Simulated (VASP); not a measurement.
Crystal: Hf.

```
Hf
1.0
     3.19670    0.00000    0.00000
    -1.59835    2.76842    0.00000
     0.00000    0.00000    5.05780
Hf
2
Direct
  0.33333 0.66667 0.25000
  0.66667 0.33333 0.75000
```

* Program: VASP 6.6.1
* Task: relaxation of cell and atoms
* Functional: PBEsol
* Potentials or basis: VASP PAW PBE potentials, release 64 (Hf_pv)
* Cutoff: 600 eV
* k mesh: 16 × 16 × 10
* Occupations: gaussian, width 0.05 eV
* Spin: no spin polarisation

At the start: pressure -4.1 GPa; volume 22.38 Å³/atom.

Task: Where does the relaxation end?

Result: Over 6 steps the energy falls by 11.3 meV/atom and the volume is 21.54 Å³/atom (-3.8 %); space group P6_3/mmc (No. 194, to 0.05 Å).

Step by step:
| step | energy change (eV) | largest force (eV/Å) | pressure (GPa) | volume (Å³) |
| --- | --- | --- | --- | --- |
| 1 | 0.0000 | 0.0000 | -4.14 | 44.76 |
| 2 | 0.0113 | 0.0000 | 5.76 | 41.11 |
| 3 | -0.0226 | 0.0000 | -0.03 | 43.08 |
| 4 | -0.0226 | 0.0000 | 0.06 | 43.05 |
| 5 | -0.0226 | 0.0000 | -0.05 | 43.09 |
| 6 | -0.0226 | 0.0000 | -0.03 | 43.08 |

Final structure:
```
CELL_PARAMETERS angstrom
3.15824 0.00000 0.00000
-1.57912 2.73511 0.00000
0.00000 0.00000 4.98700
ATOMIC_POSITIONS crystal
Hf 0.33333 0.66667 0.25000
Hf 0.66667 0.33333 0.75000
```

Caveat: the PAW data sets were made with another functional, which shifts forces and pressure a little.
